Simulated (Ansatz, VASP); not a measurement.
## Two plane-wave programs on Ba

```
CELL_PARAMETERS angstrom
-2.37894 2.37894 2.37894
2.37894 -2.37894 2.37894
2.37894 2.37894 -2.37894
ATOMIC_POSITIONS crystal
Ba 0.00000 0.00000 0.00000
```

Alike in both runs: task single point; functional LDA; k mesh 2 × 2 × 2; occupations fermi-dirac, width 0.1 eV; no spin polarisation.

|  | VASP | Ansatz |
| --- | --- | --- |
| version | VASP 6.6.1 | Ansatz 0.2.0 |
| potentials or method | VASP PAW LDA potentials, release 64 (Ba_sv), cutoff 520 eV | plane waves (420 eV) with PAW, scalar-relativistic |
| valence electrons in the cell | 10 | 10 |

```csv
,VASP,Ansatz,Ansatz less VASP
pressure (GPa),-5.7,-5.7,+0.01
```

Ansatz warns that its potentials were made for another functional, while VASP's fit it. LDA's correlation is that of Perdew and Zunger in VASP and of Perdew and Wang (1992) in Ansatz.

The k mesh is coarse, so the values compare programs but aren't converged. Neither program's run includes spin-orbit coupling.
